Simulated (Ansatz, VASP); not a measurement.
**Two plane-wave programs on HfC**

```
Hf C
1.0
     3.41049    0.00000    0.00000
    -1.70525    2.95357    0.00000
     0.00000    0.00000    5.38601
Hf C
2 2
Cartesian
  1.7052 0.9845 4.0395
  0.0000 1.9690 1.3465
  0.0000 0.0000 0.0000
  0.0000 0.0000 2.6930
```

Alike in both runs: task single point; functional PBE; k mesh 15 × 15 × 8; occupations gaussian, width 0.1 eV; no spin polarisation.

|  | VASP | Ansatz |
| --- | --- | --- |
| version | VASP 6.6.1 | Ansatz 0.2.0 |
| potentials or method | VASP PAW PBE potentials, release 64 (Hf_pv, C), cutoff 520 eV | scalar-relativistic, plane waves, PAW |
| valence electrons in the cell | 28 | 60 |

```tsv
	VASP	Ansatz	Ansatz less VASP
gap on the k mesh at the Fermi level (eV)	none	none	-
pressure (GPa)	-16.2	-15.3	+0.82
```

A gap of «none» marks a metal or a gap that the smearing closes. With one functional, cell and mesh, what is left measures potentials, basis and numerics. VASP's potentials hold 28 valence electrons a cell and Ansatz's 60, so a difference there can come from the potentials and not from the codes.

Neither program's run includes spin-orbit coupling.
